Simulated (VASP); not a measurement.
# Li32F31 (a cell with a defect) in VASP: further runs, part 2 of 2

VASP 6.6.1.

## 3. Single point, PBEsol

Contents of INCAR:

```
  PREC = Accurate
  ENCUT = 520
  EDIFF = 1E-7
  ISMEAR = -1
  SIGMA = 0.05
  LREAL = Auto
  LASPH = T
  NELM = 80
  ALGO = Normal
  ISIF = 2
  LWAVE = F
  LCHARG = F
  GGA = PS
  NELECT = 314.0
  ISYM = 0
  NBANDS = 194
```

Contents of KPOINTS:

```
Automatic mesh
0
Gamma
  1 1 1
  0.25 0.25 0.25
```

Contents of POSCAR:

```
Li32F31
1.0
    8.0151850000      0.0000000000      0.0000000000
    0.0000000000      8.0151850000      0.0000000000
    0.0000000000      0.0000000000      8.0151850000
F Li
31 32
Direct
    0.2496790000      0.0001600000      0.9998100000
    0.2496890000      0.0001720000      0.4998300000
    0.2496670000      0.5001690000      0.9998500000
    0.7496770000      0.0001690000      0.9998540000
    0.7497210000      0.0001450000      0.4998830000
    0.7496580000      0.5001590000      0.9998370000
    0.7496690000      0.5001810000      0.4998800000
    0.9982770000      0.2487420000      0.9998510000
    0.9922980000      0.2427850000      0.4998030000
    0.9982800000      0.7515250000      0.9998220000
    0.9922930000      0.7575790000      0.4998640000
    0.5010550000      0.2487840000      0.9998340000
    0.5070680000      0.2427580000      0.4998570000
    0.5010780000      0.7515790000      0.9997950000
    0.5070710000      0.7575910000      0.4999530000
    0.9982550000      0.0001910000      0.2484400000
    0.9983040000      0.0001460000      0.7512500000
    0.9922710000      0.5000420000      0.2424650000
    0.9923200000      0.5001680000      0.7571910000
    0.5010940000      0.0001960000      0.2484390000
    0.5010840000      0.0001510000      0.7512610000
    0.5070610000      0.5001650000      0.2424470000
    0.5070410000      0.5002710000      0.7572040000
    0.2495710000      0.2427520000      0.2424450000
    0.2496910000      0.2427850000      0.7571870000
    0.2496790000      0.7576200000      0.2424060000
    0.2497630000      0.7575040000      0.7571640000
    0.7497070000      0.2487680000      0.2484590000
    0.7496940000      0.2487680000      0.7512500000
    0.7496810000      0.7515550000      0.2484640000
    0.7496630000      0.7515680000      0.7512630000
    0.0003110000      0.0001320000      0.9998530000
    0.9997540000      0.0001830000      0.4998490000
    0.9997280000      0.5001630000      0.9998340000
    0.0087600000      0.5000450000      0.4998230000
    0.4990400000      0.0001830000      0.9998570000
    0.4996180000      0.0001430000      0.4998370000
    0.4996100000      0.5002020000      0.9998150000
    0.4906100000      0.5003070000      0.4999170000
    0.2496690000      0.2502200000      0.9998420000
    0.2496640000      0.2592620000      0.4996990000
    0.2496660000      0.7500920000      0.9997870000
    0.2497310000      0.7411530000      0.4999710000
    0.7496470000      0.2507960000      0.9998510000
    0.7497020000      0.2502210000      0.4998750000
    0.7496970000      0.7495360000      0.9998590000
    0.7496740000      0.7500930000      0.4998630000
    0.2496790000      0.0001870000      0.2498890000
    0.2497130000      0.0001280000      0.7497630000
    0.2495510000      0.5000750000      0.2589670000
    0.2498050000      0.5002430000      0.7407580000
    0.7496560000      0.0001470000      0.2505070000
    0.7497230000      0.0001680000      0.7492050000
    0.7496930000      0.5001730000      0.2498980000
    0.7496620000      0.5001730000      0.7497600000
    0.0010330000      0.2515250000      0.2511980000
    0.0011590000      0.2515800000      0.7484620000
    0.0011550000      0.7487320000      0.2513610000
    0.0011120000      0.7486590000      0.7483410000
    0.4982590000      0.2516810000      0.2513130000
    0.4982220000      0.2515830000      0.7483620000
    0.4981350000      0.7486800000      0.2512600000
    0.4983380000      0.7488180000      0.7484640000
```

Potentials or basis: VASP PAW PBE potentials, release 64 (F, Li_sv).

Command:

```
cat potpaw_PBE.64/F/POTCAR potpaw_PBE.64/Li_sv/POTCAR > POTCAR
mpirun -np 1 vasp_std > vasp.out
```

OUTCAR:

```text
PREC = Accurate
   ENCUT = 520
   EDIFF = 1E-7
   ISMEAR = -1
   LREAL = Auto
   LASPH = T
   NELM = 80
   ISIF = 2
   GGA = PS
   NELECT = 314.0
   ISYM = 0

 ion  position               nearest neighbor table
   1  0.250  0.000  1.000-  36 2.00  32 2.00  49 2.00  40 2.00  42 2.00  48 2.00
   2  0.250  0.000  0.500-  37 2.00  49 2.00  33 2.00  48 2.00  43 2.08  41 2.08
   3  0.250  0.500  1.000-  42 2.00  34 2.00  38 2.00  40 2.00  51 2.08  50 2.08
   4  0.750  0.000  1.000-  44 2.01  46 2.01  32 2.01  36 2.01  53 2.01  52 2.01
   5  0.750  0.000  0.500-  53 2.00  52 2.00  33 2.00  47 2.00  45 2.00  37 2.00
[... 1006 lines left out ...]
  Total        9.5505332      9.5524112      9.5530688      0.0028915      0.0003691     -0.0040370
  in kB       29.7164926     29.7223359     29.7243819      0.0089968      0.0011485     -0.0125610
  external PRESSURE =      29.7210702 kB  Pullay stress =       0.0000000 kB

 VOLUME and BASIS-vectors are now :
 -----------------------------------------------------------------------------
  energy-cutoff  :      520.00
  volume of cell :      514.92
      direct lattice vectors                 reciprocal lattice vectors
     8.015185000  0.000000000  0.000000000     0.124763184  0.000000000  0.000000000
     0.000000000  8.015185000  0.000000000     0.000000000  0.124763184  0.000000000
     0.000000000  0.000000000  8.015185000     0.000000000  0.000000000  0.124763184

 POSITION                                       TOTAL-FORCE (eV/Angst)
 -----------------------------------------------------------------------------------
      2.00122      0.00128      8.01366        -0.000659      0.000171     -0.000270
      2.00130      0.00138      4.00623        -0.000544     -0.000294     -0.000188
      2.00113      4.00895      8.01398        -0.000446      0.000159     -0.000376
      6.00880      0.00135      8.01401        -0.000396      0.000076     -0.000294
      6.00915      0.00116      4.00665        -0.001794      0.001051     -0.000916
      6.00865      4.00887      8.01388         0.000011      0.000366     -0.000529
[... 55 lines left out ...]
      3.99264      6.00081      2.01390        -0.000550     -0.002828      0.004331
      3.99427      6.00191      5.99908        -0.003126     -0.003697     -0.002638
 -----------------------------------------------------------------------------------
    total drift:                               -0.067809      0.038572     -0.039867

  FREE ENERGIE OF THE ION-ELECTRON SYSTEM (eV)
  ---------------------------------------------------
  free  energy   TOTEN  =      -300.2625843060 eV

  energy  without entropy=     -300.2625843059  energy(sigma->0) =     -300.26258431
```

stdout:

```text
POSCAR found type information on POSCAR F Li
 POSCAR found :  2 types and      63 ions
 scaLAPACK will be used
 -----------------------------------------------------------------------------
|                                                                             |
|                                                                             |
|     You enforced a specific xc type in the INCAR file but a different       |
|     I HOPE YOU KNOW WHAT YOU ARE DOING!                                     |
|                                                                             |
 -----------------------------------------------------------------------------

 LDA part: xc-table for (Slater+PW92), standard interpolation
 POSCAR, INCAR and KPOINTS ok, starting setup
 FFT: planning ... GRIDC
 FFT: planning ... GRID_SOFT
 FFT: planning ... GRID
 WAVECAR not read
 entering main loop
 the old and the new charge density differ
 old charge density:   313.00000 new  313.99993
    0.229E+01
```

It took 21 min on 1 thread of Intel Xeon Platinum 8488C (Sapphire Rapids), shared host; peak memory 0.63 GiB.

Results:

- Free energy: -300.2626 eV
- Largest force: 0.017 eV/Å

Forces in eV/Å, atoms in the order of the input:
```
F   -0.001  0.000  0.000
F   -0.001  0.000  0.000
F    0.000  0.000  0.000
F    0.000  0.000  0.000
F   -0.002  0.001 -0.001
F    0.000  0.000 -0.001
F   -0.001  0.000 -0.001
F    0.002  0.001 -0.002
F    0.012  0.010  0.001
F    0.004 -0.003  0.002
F    0.012 -0.011  0.000
F    0.000  0.001  0.000
F   -0.011  0.012 -0.001
F    0.000 -0.001  0.003
F   -0.011 -0.012 -0.004
F    0.004 -0.003  0.003
F    0.002  0.000 -0.001
F    0.013  0.004  0.010
F    0.011  0.000 -0.009
F   -0.001 -0.001  0.002
F    0.000  0.002 -0.001
F   -0.011  0.001  0.011
F   -0.010 -0.003 -0.010
F    0.003  0.013  0.011
F    0.000  0.011 -0.010
F    0.000 -0.013  0.012
F   -0.003 -0.010 -0.010
F   -0.001  0.001  0.001
F   -0.001  0.001 -0.001
F    0.002 -0.001  0.001
F    0.004 -0.002 -0.001
Li   0.003  0.000 -0.001
Li   0.002  0.001  0.000
Li   0.003  0.000 -0.001
Li   0.003  0.001  0.000
Li  -0.005  0.001 -0.001
Li  -0.005  0.002  0.000
Li  -0.005  0.000  0.000
Li  -0.001 -0.003 -0.001
Li  -0.001  0.005 -0.002
Li   0.001  0.000  0.003
Li  -0.001 -0.003  0.000
Li  -0.002 -0.004 -0.002
Li  -0.001  0.004 -0.001
Li  -0.002  0.004 -0.001
Li  -0.001 -0.003  0.000
Li  -0.001 -0.003 -0.001
Li  -0.001  0.000  0.003
Li  -0.001  0.002 -0.004
Li   0.001  0.002  0.001
Li  -0.002 -0.002 -0.002
Li  -0.001  0.001  0.003
Li  -0.002  0.001 -0.004
Li  -0.002  0.000  0.004
Li  -0.001  0.000 -0.004
Li   0.004  0.004  0.005
Li   0.004  0.003 -0.004
Li   0.005 -0.005  0.003
Li   0.004 -0.003 -0.001
Li  -0.002  0.002  0.002
Li   0.000  0.002 -0.001
Li  -0.001 -0.003  0.004
Li  -0.003 -0.004 -0.003
```

Levels at points of the mesh, in eV from the Fermi level:
```
           k point  band 155  band 156  band 157  band 158  band 159  band 160
(0.25, 0.25, 0.25)     -8.32     -8.32     -1.30      1.30      1.95      1.95
```

Caveat: the cell carries a net charge on a neutralising background, which shifts energy and pressure; the cell is charged against a uniform background, so pressure and absolute levels hang on convention; the cutoff is under 1.25 times the usual one of these potentials, so pressure, stress and relaxed cells hold a basis-set (Pulay) error; the PAW data sets were made with another functional, which shifts forces and pressure a little.
